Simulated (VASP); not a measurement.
# BaF2 (Fm-3m) in VASP: further runs

BaF2 is run at these levels: PBE; tasks: single point.

Everything below comes from runs of VASP 6.6.1. Logs are shortened: lines on timing, memory, paths and dates and some standing lists are left out, and cuts for length are marked.

**1. The cell of the first run**

The structure is cubic, space group Fm-3m (No. 225). Conventional cell: a = 6.226 Å, b = 6.226 Å, c = 6.226 Å, α = 90.00°, β = 90.00°, γ = 90.00°. Ba (site symmetry m-3m) has 8 F at 2.70 Å within 3.6 Å. F (site symmetry -43m) has 4 Ba at 2.70 Å and 6 F at 3.11 Å within 3.6 Å.

**2. Single point, PBE**

Input file INCAR:

```
SYSTEM = BaF2
PREC = Accurate ; ENCUT = 600
EDIFF = 1E-6 ; ISMEAR = 0
SIGMA = 0.1 ; LREAL = .FALSE.
LASPH = .TRUE. ; NELM = 120
ALGO = Normal ; ISIF = 2
LWAVE = .FALSE. ; LCHARG = .TRUE.
GGA = PE ; LELF = .TRUE.
LVHAR = .TRUE. ; NBANDS = 19
GGA_COMPAT = .FALSE.
```

Input file KPOINTS:

```
Automatic mesh
0
G
  6 6 6
  0 0 0
```

Input file POSCAR:

```
BaF2
1.0
    0.0000000000      3.1128654085      3.1128654085
    3.1128654085      0.0000000000      3.1128654085
    3.1128654085      3.1128654085      0.0000000000
Ba F
1 2
Direct
    0.0000000000      0.0000000000      0.0000000000
    0.2500000000      0.2500000000      0.2500000000
    0.7500000000      0.7500000000      0.7500000000
```

Potentials or basis: VASP PAW PBE potentials, release 64 (Ba_sv, F).

Started as:

```bash
$ cat potpaw_PBE.64/Ba_sv/POTCAR potpaw_PBE.64/F/POTCAR > POTCAR
$ mpirun -np 1 vasp_std > vasp.out
```

OUTCAR:

```text
SYSTEM = BaF2
   PREC = Accurate
   ENCUT = 600
   EDIFF = 1E-6
   ISMEAR = 0
   LREAL = .FALSE.
   LASPH = .TRUE.
   NELM = 120
   ISIF = 2
   GGA = PE

 ion  position               nearest neighbor table
   1  0.000  0.000  0.000-   3 2.70   3 2.70   3 2.70   2 2.70   3 2.70   2 2.70   2 2.70   2 2.70

   2  0.250  0.250  0.250-   1 2.70   1 2.70   1 2.70   1 2.70
   3  0.750  0.750  0.750-   1 2.70   1 2.70   1 2.70   1 2.70

  LATTYP: Found a face centered cubic cell.
 ALAT       =     6.2257308170

  Lattice vectors:

 A1 = (   0.0000000000,   3.1128654085,   3.1128654085)
 A2 = (   3.1128654085,   0.0000000000,   3.1128654085)
 A3 = (   3.1128654085,   3.1128654085,   0.0000000000)

Analysis of symmetry for initial positions (statically):
=====================================================================
 Subroutine PRICEL returns:
 Original cell was already a primitive cell.

 Routine SETGRP: Setting up the symmetry group for a
 face centered cubic supercell.

 Subroutine GETGRP returns: Found 48 space group operations
 (whereof 48 operations were pure point group operations)
 out of a pool of 48 trial point group operations.

The static configuration has the point symmetry O_h .

Analysis of symmetry for dynamics (positions and initial velocities):
=====================================================================
 Subroutine PRICEL returns:
 Original cell was already a primitive cell.

 Routine SETGRP: Setting up the symmetry group for a
 face centered cubic supercell.

 Subroutine GETGRP returns: Found 48 space group operations
 (whereof 48 operations were pure point group operations)
 out of a pool of 48 trial point group operations.

The dynamic configuration has the point symmetry O_h .

 Subroutine INISYM returns: Found 48 space group operations
 (whereof 48 operations are pure point group operations),
 and found     1 'primitive' translations

----------------------------------------------------------------------------------------

                                     Primitive cell

  volume of cell :      60.3269

  direct lattice vectors                    reciprocal lattice vectors
     0.000000000  3.112865408  3.112865408    -0.160623713  0.160623713  0.160623713
     3.112865408  0.000000000  3.112865408     0.160623713 -0.160623713  0.160623713
     3.112865408  3.112865408  0.000000000     0.160623713  0.160623713 -0.160623713

  length of vectors
     4.402256479  4.402256479  4.402256479     0.278208432  0.278208432  0.278208432

  position of ions in fractional coordinates (direct lattice)
     0.000000000  0.000000000  0.000000000
     0.250000000  0.250000000  0.250000000
     0.750000000  0.750000000  0.750000000

  ion indices of the primitive-cell ions
   primitive index   ion index
                 1           1
                 2           2
                 3           3

----------------------------------------------------------------------------------------

 KPOINTS: Automatic mesh

Automatic generation of k-mesh.
 Grid dimensions read from file:
 generate k-points for:    6    6    6

 Generating k-lattice:

  Cartesian coordinates                     Fractional coordinates (reciprocal lattice)
    -0.026770619  0.026770619  0.026770619     0.166666667  0.000000000  0.000000000
     0.026770619 -0.026770619  0.026770619     0.000000000  0.166666667  0.000000000
     0.026770619  0.026770619 -0.026770619     0.000000000  0.000000000  0.166666667

  Length of vectors
     0.046368072  0.046368072  0.046368072

  Shift w.r.t. Gamma in fractional coordinates (k-lattice)
     0.000000000  0.000000000  0.000000000

 Subroutine IBZKPT returns following result:
 ===========================================

 Found     16 irreducible k-points:

 Following reciprocal coordinates:
            Coordinates               Weight
  0.000000  0.000000  0.000000      1.000000
  0.166667  0.000000  0.000000      8.000000
  0.333333  0.000000  0.000000      8.000000
  0.500000  0.000000  0.000000      4.000000
  0.166667  0.166667  0.000000      6.000000
  0.333333  0.166667  0.000000     24.000000
[... 8 lines left out ...]
 -0.333333  0.333333  0.166667     24.000000
 -0.333333  0.500000  0.166667     12.000000
   k-points           NKPTS =     16   k-points in BZ     NKDIM =     16   number of bands    NBANDS=     19
   number of dos      NEDOS =    301   number of ions     NIONS =      3
   total plane-waves  NPLWV =  46656
   dimension x,y,z NGX =    36 NGY =   36 NGZ =   36
   dimension x,y,z NGXF=    72 NGYF=   72 NGZF=   72
   ions per type =               1   2
   NGX,Y,Z   is equivalent  to a cutoff of  13.59, 13.59, 13.59 a.u.
   NGXF,Y,Z  is equivalent  to a cutoff of  27.19, 27.19, 27.19 a.u.
 SYSTEM =  BaF2
   PREC   = accura    normal or accurate (medium, high low for compatibility)
   ISTART =      0    job   : 0-new  1-cont  2-samecut
   ICHARG =      2    charge: 1-file 2-atom 10-const
   ISPIN  =      1    spin polarized calculation?
   LNONCOLLINEAR =      F non collinear calculations
   LSORBIT =      F    spin-orbit coupling
   LASPH  =      T    aspherical Exc in radial PAW
   ENCUT  =  600.0 eV  44.10 Ry    6.64 a.u.   8.79  8.79  8.79*2*pi/ulx,y,z
   NELM   =    120;   NELMIN=  2; NELMDL= -5     # of ELM steps
   EDIFF  = 0.1E-05   stopping-criterion for ELM
   LREAL  =      F    real-space projection
[... 7 lines left out ...]
   TEBEG  =    0.0;   TEEND  =   0.0 temperature during run
   PSTRESS=    0.0 pullay stress
   NELECT =      24.0000    total number of electrons
   NUPDOWN=      -1.0000    fix difference up-down
   EMIN   =  10.00;   EMAX   =-10.00  energy-range for DOS
   EFERMI =   0.00;   METHOD = LEGACY
   ISMEAR =     0;   SIGMA  =   0.10  broadening in eV -4-tet -1-fermi 0-gaus
   EFERMI_NEDOS =   21; number of points for ismear=-14 and -15
   IALGO  =     38    algorithm
   IMIX   =      4    mixing-type and parameters
     AMIX     =   0.40;   BMIX     =  1.00
     AMIX_MAG =   1.60;   BMIX_MAG =  1.00
  volume/ion in A,a.u.               =      20.11       135.70
  Fermi-wavevector in a.u.,A,eV,Ry     =   1.204042  2.275309 19.724593  1.449717
  Thomas-Fermi vector in A             =   2.339778
   LORBIT       =      0    0 simple, 1 ext, 2 COOP (PROOUT), +10 PAW based schemes
   GGA     = PE    functional components
   LHFCALC =     F    Hartree Fock is set to
   AEXX    =    0.0000 exact exchange contribution
   IVDW    =     0    specifies the selected vdW correction
   LEPSILON=     F    determine dielectric tensor
   LRPA    =     F    only Hartree local field effects (RPA)
 non-spin polarized calculation
 Gauss-broadening in eV      SIGMA  =   0.10
  energy-cutoff  :      600.00
  volume of cell :       60.33
 maximum number of plane-waves:      2044
   NGX = 17   NGY = 17   NGZ = 17

 number of electron      24.0000009 magnetization

 Free energy of the ion-electron system (eV)
  ---------------------------------------------------
  ext. energy  EPLUGINS =         0.00000000
  ---------------------------------------------------
  free energy    TOTEN  =       -17.12278714 eV

  energy without entropy =      -17.12278714  energy(sigma->0) =      -17.12278714

 E-fermi :  -1.5994     XC(G=0):  -8.6441

 val. band max:       -2.1331804234   @ k =  -0.1667   0.1667   0.0000
 cond. band min:       4.5876543113   @ k =   0.0000   0.0000   0.0000
 fundamental gap:      6.7208347347
 Fermi energy:        -1.5993921287

 k-point     1 :       0.0000    0.0000    0.0000
  band No.  band energies     occupation
      1     -25.2541      2.00000
      2     -21.0358      2.00000
      3     -21.0034      2.00000
      4     -10.1088      2.00000
      5     -10.1088      2.00000
      6     -10.1088      2.00000
[... 11 lines left out ...]
     18       9.1649      0.00000
     19      13.2398      0.00000

 k-point     2 :       0.1667    0.0000    0.0000
  band No.  band energies     occupation
      1     -25.2072      2.00000
      2     -21.0708      2.00000
      3     -21.0519      2.00000
      4     -10.1537      2.00000
      5     -10.1478      2.00000
      6     -10.1478      2.00000
[... 11 lines left out ...]
     18       9.1915      0.00000
     19      12.2031      0.00000

 k-point     3 :       0.3333    0.0000    0.0000
  band No.  band energies     occupation
      1     -25.1086      2.00000
      2     -21.2001      2.00000
      3     -21.0948      2.00000
      4     -10.2307      2.00000
      5     -10.2229      2.00000
      6     -10.2229      2.00000
[... 11 lines left out ...]
     18       9.2851      0.00000
     19      11.2761      0.00000

 k-point     4 :       0.5000    0.0000    0.0000
  band No.  band energies     occupation
      1     -25.0566      2.00000
      2     -21.2693      2.00000
      3     -21.1146      2.00000
      4     -10.2637      2.00000
      5     -10.2590      2.00000
      6     -10.2590      2.00000
[... 11 lines left out ...]
     18       9.3599      0.00000
     19      11.6382      0.00000

 k-point     5 :       0.1667    0.1667    0.0000
  band No.  band energies     occupation
      1     -25.1914      2.00000
      2     -21.0840      2.00000
      3     -21.0663      2.00000
      4     -10.2072      2.00000
      5     -10.2072      2.00000
      6     -10.0750      2.00000
[... 11 lines left out ...]
     18       9.2682      0.00000
     19      13.2780      0.00000
[... 158 lines left out ...]
      2     -21.3416      2.00000
      3     -21.1555      2.00000
      4     -10.4799      2.00000
      5     -10.4799      2.00000
      6      -9.9589      2.00000
[... 11 lines left out ...]
     18      10.6596      0.00000
     19      12.6235      0.00000

 k-point    14 :       0.5000    0.3333    0.1667
  band No.  band energies     occupation
      1     -25.0406      2.00000
      2     -21.2411      2.00000
      3     -21.1696      2.00000
      4     -10.3906      2.00000
      5     -10.3112      2.00000
      6     -10.1230      2.00000
[... 11 lines left out ...]
     18      10.1855      0.00000
     19      12.2358      0.00000

 k-point    15 :      -0.3333    0.3333    0.1667
  band No.  band energies     occupation
      1     -25.0051      2.00000
      2     -21.2550      2.00000
      3     -21.2160      2.00000
      4     -10.4385      2.00000
      5     -10.2292      2.00000
      6     -10.2287      2.00000
[... 11 lines left out ...]
     18      11.1664      0.00000
     19      11.7703      0.00000

 k-point    16 :      -0.3333    0.5000    0.1667
  band No.  band energies     occupation
      1     -24.9874      2.00000
      2     -21.2962      2.00000
      3     -21.2032      2.00000
      4     -10.4913      2.00000
      5     -10.3487      2.00000
      6     -10.0882      2.00000
[... 11 lines left out ...]
     18      12.1945      0.00000
     19      12.4361      0.00000

------------------------ aborting loop because EDIFF is reached ----------------------------------------

  FORCE on cell =-STRESS in cart. coord.  units (eV):
  Direction    XX          YY          ZZ          XY          YZ          ZX
  --------------------------------------------------------------------------------------
  -------------------------------------------------------------------------------------
  Total        0.5630913      0.5630913      0.5630913     -0.0000000     -0.0000000      0.0000000
  in kB       14.9547224     14.9547224     14.9547224     -0.0000000     -0.0000000      0.0000000
  external PRESSURE =      14.9547224 kB  Pullay stress =       0.0000000 kB

 VOLUME and BASIS-vectors are now :
 -----------------------------------------------------------------------------
  energy-cutoff  :      600.00
  volume of cell :       60.33
      direct lattice vectors                 reciprocal lattice vectors
     0.000000000  3.112865408  3.112865408    -0.160623713  0.160623713  0.160623713
     3.112865408  0.000000000  3.112865408     0.160623713 -0.160623713  0.160623713
     3.112865408  3.112865408  0.000000000     0.160623713  0.160623713 -0.160623713

 POSITION                                       TOTAL-FORCE (eV/Angst)
 -----------------------------------------------------------------------------------
      0.00000      0.00000      0.00000         0.000000     -0.000000      0.000000
      1.55643      1.55643      1.55643        -0.000000     -0.000000     -0.000000
      4.66930      4.66930      4.66930         0.000000      0.000000      0.000000
 -----------------------------------------------------------------------------------
    total drift:                                0.000000      0.000000      0.000000

  FREE ENERGIE OF THE ION-ELECTRON SYSTEM (eV)
  ---------------------------------------------------
  free  energy   TOTEN  =       -17.1227871436 eV

  energy  without entropy=      -17.1227871436  energy(sigma->0) =      -17.12278714
```

It took 25 s on 1 thread of Intel Xeon 8259CL, shared host; peak memory 0.21 GiB.

What came out:

* Free energy: -17.1228 eV
* Pressure: 1.5 GPa
* Band gap on the k mesh: 6.72 eV (least direct gap 6.78 eV)

Levels at points of the mesh, in eV from the valence-band top:
```tsv
k point	band 8	band 9	band 10	band 11	band 12	band 13	band 14	band 15	band 16	band 17
(0.00, 0.00, 0.00)	-1.45	-1.45	-0.06	-0.06	-0.06	6.72	9.15	9.15	11.30	11.30
(0.50, 0.00, 0.00)	-1.05	-0.64	-0.34	-0.16	-0.16	9.04	9.14	9.14	9.75	11.49
(0.50, 0.50, 0.00)	-0.33	-0.33	-0.33	-0.33	-0.10	7.23	8.95	10.60	11.86	11.86
```

Caveat: spin-orbit coupling is left out, which moves the levels of the heavy elements. A k mesh can miss the band edges.

(Continued in part 2 of 2.)
